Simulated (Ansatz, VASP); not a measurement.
**Two plane-wave programs on SnSe**

Contents of INCAR:

```
SYSTEM = SnSe
PREC = Accurate
ENCUT = 520
EDIFF = 1E-6
ISMEAR = 0
SIGMA = 0.1
LREAL = .False.
LASPH = .True.
NELM = 100
ALGO = Normal
ISIF = 2
LWAVE = .False.
LCHARG = .True.
GGA = PE
LELF = .True.
LVHAR = .True.
NBANDS = 50
```

The input KPOINTS:

```
regular mesh
0
Gamma
  4 4 4
  0 0 0
```

File POSCAR:

```
SnSe
1.0
    6.9204597200      0.0000000000      0.0000000000
    0.0000000000      6.9204597200      0.0000000000
    0.0000000000      0.0000000000      6.9204597200
Sn Se
4 4
Direct
    0.8750000000      0.8750000000      0.8750000000
    0.6250000000      0.1250000000      0.3750000000
    0.1250000000      0.3750000000      0.6250000000
    0.3750000000      0.6250000000      0.1250000000
    0.3750000000      0.3750000000      0.3750000000
    0.1250000000      0.6250000000      0.8750000000
    0.6250000000      0.8750000000      0.1250000000
    0.8750000000      0.1250000000      0.6250000000
```

Input for Ansatz:

```yaml
crystal:
  lattice:
    - [6.92045972, 0.0, 0.0]
    - [0.0, 6.92045972, 0.0]
    - [0.0, 0.0, 6.92045972]
  atoms:
    - { symbol: Sn, position: [0.875, 0.875, 0.875] }
    - { symbol: Sn, position: [0.625, 0.125, 0.375] }
    - { symbol: Sn, position: [0.125, 0.375, 0.625] }
    - { symbol: Sn, position: [0.375, 0.625, 0.125] }
    - { symbol: Se, position: [0.375, 0.375, 0.375] }
    - { symbol: Se, position: [0.125, 0.625, 0.875] }
    - { symbol: Se, position: [0.625, 0.875, 0.125] }
    - { symbol: Se, position: [0.875, 0.125, 0.625] }
basis:
  ecutwfc: 420
kpoints:
  mp_grid: { grid: [4, 4, 4] }
hamiltonian:
  xc: pbe
scf:
  occupations: { method: gaussian, width: 0.1 }
  lower_state_search: "off"
output:
  forces: true
  stress: true
  eigenvalues: true
```

Alike in both runs: task single point; functional PBE; k mesh 4 × 4 × 4; occupations gaussian, width 0.1 eV; no spin polarisation.

|  | VASP | Ansatz |
| --- | --- | --- |
| version | VASP 6.6.1 | Ansatz 0.2.0 |
| potentials or method | VASP PAW PBE potentials, release 64 (Sn_d, Se), cutoff 520 eV | scalar-relativistic, plane waves, PAW |
| valence electrons in the cell | 80 | 120 |

```tsv
	VASP	Ansatz	Ansatz less VASP
gap on the k mesh at the Fermi level (eV)	0.12	0.11	-0.005
least direct gap on the mesh (eV)	0.12	0.11	-0.005
pressure (GPa)	12.5	12.5	0.00
```

The functional is the same, so the differences come from potentials, cutoffs and numerics. VASP's potentials hold 80 valence electrons a cell and Ansatz's 120, so a difference there can come from the potentials and not from the codes.
